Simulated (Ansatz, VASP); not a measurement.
## Two plane-wave programs on ZrB

Contents of POSCAR:

```
ZrB
1.0
    1.9614334600     -1.9857162700      0.0000000000
    1.9614334600      1.9857162700      0.0000000000
    0.0000000000      0.0000000000      4.0139456300
Zr B
1 1
Direct
    0.0000000000      0.0000000000      0.5000000000
    0.5000000000      0.5000000000      0.5000000000
```

File INCAR.step1:

```
SYSTEM = ZrB
PREC = Accurate
ENCUT = 420
EDIFF = 1E-5
ISMEAR = -1
SIGMA = 0.05
LREAL = .False.
LASPH = .True.
NELM = 200
ALGO = Normal
ISIF = 2
LWAVE = .True.
LCHARG = .False.
LNONCOLLINEAR = .True.
MAGMOM = 0 0 0 0 0 0
LORBIT = 11
LSORBIT = .True.
GGA_COMPAT = .False.
LORBMOM = .True.
LMAXMIX = 4
GGA = PE
NBANDS = 27
```

Contents of INCAR.step2:

```
SYSTEM = ZrB
PREC = Accurate
ENCUT = 420
EDIFF = 1E-6
ISMEAR = -1
SIGMA = 0.05
LREAL = .False.
LASPH = .True.
NELM = 200
ALGO = Normal
ISIF = 2
LWAVE = .False.
LCHARG = .False.
LNONCOLLINEAR = .True.
MAGMOM = 0 0 0 0 0 0
LORBIT = 11
LSORBIT = .True.
GGA_COMPAT = .False.
LORBMOM = .True.
LMAXMIX = 4
GGA = PE
LHFCALC = .True.
HFSCREEN = 0.2079
PRECFOCK = Normal
ISTART = 1
NBANDS = 27
```

Contents of KPOINTS:

```
Automatic mesh
0
Gamma
  4 4 3
  0 0 0
```

File input:

```
crystal:
  lattice:
    - [1.96143346, -1.98571627, 0.0]
    - [1.96143346, 1.98571627, 0.0]
    - [0.0, 0.0, 4.01394563]
  atoms:
    - { symbol: Zr, position: [0.0, 0.0, 0.5] }
    - { symbol: B, position: [0.5, 0.5, 0.5] }
hamiltonian:
  xc: hse06
  pseudopotentials: { kind: paw_fr }
magnetization:
  noncollinear: true
  spin_orbit: true
kpoints:
  mp_grid: { grid: [4, 4, 3] }
scf:
  occupations: { method: fermi_dirac, width: 0.05 }
output:
  forces: true
  stress: true
  eigenvalues: true
  write_density: true
  write_potential: true
  elf: true
  volumetric_format: npy
```

Alike in both runs: task single point; functional HSE06; k mesh 4 × 4 × 3; occupations fermi-dirac, width 0.05 eV; non-collinear spin, spin-orbit coupling.

```csv
,VASP,Ansatz
version,VASP 6.6.1,Ansatz 0.2.0
potentials or method,"VASP PAW PBE potentials, release 64 (Zr_sv, B)",Ansatz PAW
plane-wave cutoff (eV),420,420
valence electrons in the cell,15,15
```

```csv
,VASP,Ansatz,Ansatz less VASP
net moment per atom (μB),0.00,0.00,0.000
```

The k mesh is coarse, so the values compare programs but aren't converged.
